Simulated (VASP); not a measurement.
Here is a VASP 6.6.1 calculation.

Contents of POSCAR:

```
ZnO
1.0
    0.0000000000      2.1337703963      2.1337703963
    2.1337703963      0.0000000000      2.1337703963
    2.1337703963      2.1337703963      0.0000000000
Zn O
1 1
Direct
    0.0000000000      0.0000000000      0.0000000000
    0.5000000000      0.5000000000      0.5000000000
```

File INCAR.step1:

```
SYSTEM = ZnO
PREC     = Accurate       ! precision mode
ENCUT    = 1000           ! plane-wave cutoff, eV
EDIFF    = 1E-5           ! SCF threshold, eV
ISMEAR   = 0              ! smearing method
SIGMA    = 0.01           ! smearing width, eV
LREAL    = .FALSE.        ! projectors in reciprocal space
LASPH    = .TRUE.         ! aspherical terms in the spheres
NELM     = 120            ! most SCF steps
ALGO     = Normal         ! electronic algorithm
ISIF     = 2              ! what is computed and relaxed
LWAVE    = .TRUE.         ! write WAVECAR
NBANDS   = 16             ! bands
GGA      = PE             ! functional
GGA_COMPAT= .FALSE.
```

File INCAR.step2:

```
SYSTEM = ZnO
PREC     = Accurate       ! precision mode
ENCUT    = 1000           ! plane-wave cutoff, eV
EDIFF    = 1E-6           ! SCF threshold, eV
ISMEAR   = 0              ! smearing method
SIGMA    = 0.01           ! smearing width, eV
LREAL    = .FALSE.        ! projectors in reciprocal space
LASPH    = .TRUE.         ! aspherical terms in the spheres
NELM     = 120            ! most SCF steps
ALGO     = Normal         ! electronic algorithm
ISIF     = 2              ! what is computed and relaxed
LWAVE    = .FALSE.        ! write WAVECAR
LCHARG   = .TRUE.         ! write CHGCAR
GGA      = PE             ! functional
LHFCALC  = .TRUE.         ! exact exchange
AEXX     = 1.0            ! exact-exchange fraction
HFSCREEN = 0.3            ! screening, 1/A
PRECFOCK = Normal       
LELF     = .TRUE.         ! ELF
LVHAR    = .TRUE.       
NBANDS   = 16             ! bands
ISTART   = 1            
ALDAC    = 1.0          
AGGAC    = 1.0          
GGA_COMPAT= .FALSE.
```

Contents of KPOINTS:

```
Automatic mesh
0
G
  4 4 4
  0 0 0
```

Potentials or basis: VASP PAW PBE potentials, release 64 (Zn, O_h).

The run is started by

```console
$ cat potpaw_PBE.64/Zn/POTCAR potpaw_PBE.64/O_h/POTCAR > POTCAR
$ cp INCAR.step1 INCAR
$ mpirun -np 1 vasp_std > vasp.out
$ cp INCAR.step2 INCAR
$ mpirun -np 1 vasp_std > vasp.out
```

(1) What does it give for the pressure?

(2) Predict the band gap on the k mesh.

## Answers

(1) -12.4 GPa.

(2) 7.71 eV (least direct gap 8.62 eV).

Caveat: the k points lie up to 0.64 Å⁻¹ apart; the structure was generated, so it needn't be the stable form of ZnO; the PAW data sets were made with another functional, which shifts forces and pressure a little.
